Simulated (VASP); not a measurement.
Set up this calculation in VASP 6.6.1, as the native input.

```
Task                   : relaxation of cell and atoms
Functional             : PBE
Potentials or basis    : VASP PAW PBE potentials, release 64 (Sn_d, As)
Cutoff                 : 600 eV
k mesh                 : 6 × 6 × 4
Occupations            : gaussian, width 0.1 eV
Spin                   : no spin polarisation
Dipole correction      : no
Further INCAR settings : ALGO = Normal; EDIFF = 1e-07; IBRION = 2; EDIFFG = -0.04; NSW = 90; ISIF = 3
```

The structure of Sn3As lies in POSCAR:

```
Sn3As
1.0
    5.1274843900      0.0000000000      0.0000000000
   -2.5637422000      4.4405317400      0.0000000000
    0.0000000000      0.0000000000      5.7856471200
Sn As
3 1
Direct
    0.3333333300      0.6666666700      0.0000000000
    0.6666666700      0.3333333300      0.0000000000
    0.0000000000      0.0000000000      0.5000000000
    0.0000000000      0.0000000000      0.0000000000
```

The cell was generated, and may not be a known phase.

The input as run:

INCAR

```
SYSTEM = Sn3As
PREC = Accurate
ENCUT = 600
EDIFF = 1E-7
ISMEAR = 0
SIGMA = 0.1
LREAL = .FALSE.
LASPH = .TRUE.
NELM = 100
ALGO = Normal
ISIF = 3
LWAVE = .FALSE.
LCHARG = .FALSE.
GGA = PE
IBRION = 2
NSW = 90
EDIFFG = -0.04
```

KPOINTS

```
Automatic mesh
0
G
  6 6 4
  0 0 0
```

Potentials or basis: VASP PAW PBE potentials, release 64 (Sn_d, As).

Command:

```sh
$ cat potpaw_PBE.64/Sn_d/POTCAR potpaw_PBE.64/As/POTCAR > POTCAR
$ mpirun -np 1 vasp_std > vasp.out
```

It gave:

```yaml
Relaxed_volume: 33.82 Å³/atom
Relaxed_cell: a = 5.377 Å, b = 5.377 Å, c = 5.402 Å, α = 90.00°, β = 90.00°, γ = 120.00°
Space_group_after_relaxing_to_0.1_Å: P6/mmm (No. 191)
Energy_gained_by_relaxing: 85.3 meV/atom
Ionic_steps: 6
Pressure_after_relaxing: 0.0 GPa
Band_gap_on_the_k_mesh: zero (an odd number of electrons rules out a gap without spin polarisation)
```

Caveat: spin-orbit coupling is left out, which moves the levels of the heavy elements.

Wall time 5 min on 1 thread of AMD EPYC 9R14 (Zen 4) (shared host), peak memory 0.31 GiB.
